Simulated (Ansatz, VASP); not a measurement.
Two plane-wave programs on Al2O3

The input POSCAR:

```
Al2O3
1.0
    3.0146354045      0.0000000000      0.0000000000
   -1.5073177023      2.6107508435      0.0000000000
    0.0000000000      0.0000000000      6.8746049700
Al O
2 3
Direct
    0.0000000000      0.0000000000      0.1809441335
    0.0000000000      0.0000000000      0.8190558665
    0.3333333333      0.6666666667      0.2680062644
    0.6666666667      0.3333333333      0.0000000000
    0.3333333333      0.6666666667      0.7319937356
```

The input INCAR.step1:

```
PREC = Accurate
ENCUT = 520
ISMEAR = 0
SIGMA = 0.05
LREAL = False
LASPH = True
NELM = 60
NBANDS = 20
GGA = PE
ALGO = Normal
EDIFF = 1E-4
LWAVE = True
LCHARG = False
```

File INCAR.step2:

```
PREC = Accurate
ENCUT = 520
EDIFF = 1E-6
ISMEAR = 0
SIGMA = 0.05
LREAL = False
LASPH = True
NELM = 60
ALGO = Normal
ISIF = 2
LWAVE = False
LCHARG = False
METAGGA = R2SCAN
LMIXTAU = True
NBANDS = 20
ISTART = 1
```

The input KPOINTS:

```
Automatic mesh
0
Gamma
  12 12 4
```

Input for Ansatz:

```yaml
crystal:
  lattice:
    - [3.0146354045, 0.0, 0.0]
    - [-1.5073177023, 2.6107508435, 0.0]
    - [0.0, 0.0, 6.87460497]
  atoms:
    - { symbol: Al, position: [0.0, 0.0, 0.1809441335] }
    - { symbol: Al, position: [0.0, 0.0, 0.8190558665] }
    - { symbol: O, position: [0.3333333333, 0.6666666667, 0.2680062644] }
    - { symbol: O, position: [0.6666666667, 0.3333333333, 0.0] }
    - { symbol: O, position: [0.3333333333, 0.6666666667, 0.7319937356] }
basis:
  ecutwfc: 500
kpoints:
  mp_grid: { grid: [12, 12, 4] }
hamiltonian:
  xc: r2scan
scf:
  occupations: { method: gaussian, width: 0.05 }
output:
  forces: true
  stress: true
  eigenvalues: true
```

Alike in both runs: task single point; functional r2SCAN; k mesh 12 × 12 × 4; occupations gaussian, width 0.05 eV; no spin polarisation.

```csv
,VASP,Ansatz
version,VASP 6.6.1,Ansatz 0.2.0
potentials or method,"VASP PAW PBE potentials, release 64 (Al, O), cutoff 520 eV","scalar-relativistic, plane waves, PAW"
valence electrons in the cell,24,24
```

VASP gave:

| Item | Value |
| --- | --- |
| gap on the k mesh at the Fermi level (eV) | 3.61 |
| least direct gap on the mesh (eV) | 3.76 |
| pressure (GPa) | -8.7 |
| traceless stress, the component that is largest in VASP (GPa) | 31.98 |
| rms of the force components (eV/Å) | 0.970 |

What did Ansatz give for the same quantities?

gap on the k mesh at the Fermi level (eV): 3.66; least direct gap on the mesh (eV): 3.79; pressure (GPa): -8.3; traceless stress, the component that is largest in VASP (GPa): 32.20; rms of the force components (eV/Å): 0.969.

VASP's potentials were made for PBE, not for r2SCAN. Atom by atom the forces differ by 0.013 eV/Å (rms over components).
